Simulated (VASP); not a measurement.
Crystal: BN.

```xyz
2
Lattice="0.0000 2.1708 2.1708 2.1708 0.0000 2.1708 2.1708 2.1708 0.0000" Properties=species:S:1:pos:R:3 pbc="T T T"
B     0.0000    0.0000    0.0000
N     1.0854    1.0854    1.0854
```

| Property | Result |
| --- | --- |
| Program | VASP 6.6.1 |
| Task | relaxation of cell and atoms |
| Functional | PBE |
| Potentials or basis | VASP PAW PBE potentials, release 64 (B, N) |
| Cutoff | 600 eV |
| k mesh | 8 × 8 × 8 |
| Occupations | gaussian, width 0.1 eV |
| Spin | no spin polarisation |

At the start: pressure -70.4 GPa; volume 10.23 Å³/atom.

Task: Where does the relaxation end?

Result: Over 6 steps the energy falls by 1470.7 meV/atom and the volume is 5.96 Å³/atom (-41.7 %); space group F-43m (No. 216, to 0.05 Å).

The path:
| step | energy change (eV) | largest force (eV/Å) | pressure (GPa) | volume (Å³) |
| --- | --- | --- | --- | --- |
| 1 | 0.0000 | 0.0000 | -70.35 | 20.46 |
| 2 | -2.3702 | 0.0000 | 101.80 | 9.83 |
| 3 | -2.9411 | 0.0000 | -1.48 | 11.97 |
| 4 | -2.9405 | 0.0000 | 2.95 | 11.83 |
| 5 | -2.9406 | 0.0000 | -2.66 | 12.00 |
| 6 | -2.9413 | 0.0000 | 0.01 | 11.92 |

Final structure:
```
CELL_PARAMETERS angstrom
0.00000 1.81296 1.81296
1.81296 0.00000 1.81296
1.81296 1.81296 0.00000
ATOMIC_POSITIONS crystal
B 0.00000 0.00000 0.00000
N 0.25000 0.25000 0.25000
```

Caveat: the volume moved by over 15 % at a fixed basis, so the end points are rough.
